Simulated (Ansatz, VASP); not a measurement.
## One calculation of Nb, two programs

File INCAR:

```
SYSTEM = Nb
PREC = Accurate
ENCUT = 520
EDIFF = 1E-6
ISMEAR = 0
SIGMA = 0.15
LREAL = .False.
LASPH = .True.
NELM = 60
ALGO = Fast
ISIF = 2
LWAVE = .False.
LCHARG = .False.
GGA = PS
NBANDS = 12
```

File KPOINTS:

```
regular mesh
0
Gamma
  20 20 20
  0 0 0
```

Contents of POSCAR:

```
Nb
1.0
    0.0026437500      2.1150000000      2.1150000000
    2.1176437500      0.0000000000      2.1176437500
    2.1150000000      2.1150000000      0.0026437500
Nb
1
Direct
    0.0000000000      0.0000000000      0.0000000000
```

Input for Ansatz:

```yaml
crystal:
  lattice:
    - [0.00264375, 2.115, 2.115]
    - [2.11764375, 0.0, 2.11764375]
    - [2.115, 2.115, 0.00264375]
  atoms:
    - { symbol: Nb, position: [0.0, 0.0, 0.0] }
basis:
  ecutwfc: 420
kpoints:
  mp_grid: { grid: [20, 20, 20] }
hamiltonian:
  xc: pbesol
scf:
  occupations: { method: gaussian, width: 0.15 }
output:
  forces: true
  stress: true
  eigenvalues: true
```

Change from the starting cell: strain +0.0025 x Voigt [0, 0, 0, 0, 1, 0], atoms carried along.

Alike in both runs: task single point; functional PBEsol; k mesh 20 × 20 × 20; occupations gaussian, width 0.15 eV; no spin polarisation.

|  | VASP | Ansatz |
| --- | --- | --- |
| version | VASP 6.6.1 | Ansatz 0.2.0 |
| potentials or method | VASP PAW PBE potentials, release 64 (Nb_sv), cutoff 520 eV | scalar-relativistic, plane waves, PAW |
| valence electrons in the cell | 13 | 13 |

|  | VASP | Ansatz | Ansatz less VASP |
| --- | --- | --- | --- |
| gap on the k mesh at the Fermi level (eV) | none | none | - |
| pressure (GPa) | -7.3 | -6.9 | +0.40 |
| traceless stress, the component that is largest in VASP (GPa) | 0.14 | 0.14 | +0.003 |

VASP's potentials were made for PBE, not for PBEsol. A gap of «none» marks a metal or a gap that the smearing closes.
